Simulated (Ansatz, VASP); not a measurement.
**One calculation of CsH, two programs**

Contents of INCAR:

```
PREC = Accurate ; ENCUT = 520
EDIFF = 1E-6 ; ISMEAR = 0
SIGMA = 0.05 ; LREAL = F
LASPH = T ; NELM = 60
ALGO = Normal ; ISIF = 2
LWAVE = F ; LCHARG = F
GGA = CA ; NBANDS = 12
```

Contents of KPOINTS:

```
regular mesh
0
Gamma
  8 8 8
```

The input POSCAR:

```
CsH
1.0
    0.0000000000      3.3155200000      3.1880000000
    3.3155200000      0.0000000000      3.1880000000
    3.3155200000      3.3155200000      0.0000000000
Cs H
1 1
Direct
    0.0000000000      0.0000000000      0.0000000000
    0.5000000000      0.5000000000      0.5000000000
```

Input for Ansatz:

```yaml
crystal:
  lattice:
    - [0.0, 3.31552, 3.188]
    - [3.31552, 0.0, 3.188]
    - [3.31552, 3.31552, 0.0]
  atoms:
    - { symbol: Cs, position: [0.0, 0.0, 0.0] }
    - { symbol: H, position: [0.5, 0.5, 0.5] }
basis:
  ecutwfc: 420
kpoints:
  mp_grid: { grid: [8, 8, 8] }
hamiltonian:
  xc: lda
scf:
  occupations: { method: gaussian, width: 0.05 }
output:
  forces: true
  stress: true
  eigenvalues: true
```

Change from the starting cell: strain +0.040 along x and y, +0.000 along z, atoms carried along.

Alike in both runs: task single point; functional LDA; k mesh 8 × 8 × 8; occupations gaussian, width 0.05 eV; no spin polarisation.

|  | VASP | Ansatz |
| --- | --- | --- |
| version | VASP 6.6.1 | Ansatz 0.2.0 |
| potentials or method | VASP PAW LDA potentials, release 64 (Cs_sv, H), cutoff 520 eV | scalar-relativistic, plane waves, PAW |
| valence electrons in the cell | 10 | 10 |

|  | VASP | Ansatz | Ansatz less VASP |
| --- | --- | --- | --- |
| gap on the k mesh at the Fermi level (eV) | 2.02 | 2.04 | +0.014 |
| least direct gap on the mesh (eV) | 2.02 | 2.04 | +0.014 |
| pressure (GPa) | -1.7 | -1.7 | 0.00 |
| traceless stress, the component that is largest in VASP (GPa) | 0.35 | 0.34 | -0.011 |

LDA's correlation is that of Perdew and Zunger in VASP and of Perdew and Wang (1992) in Ansatz.

Neither program's run includes spin-orbit coupling.
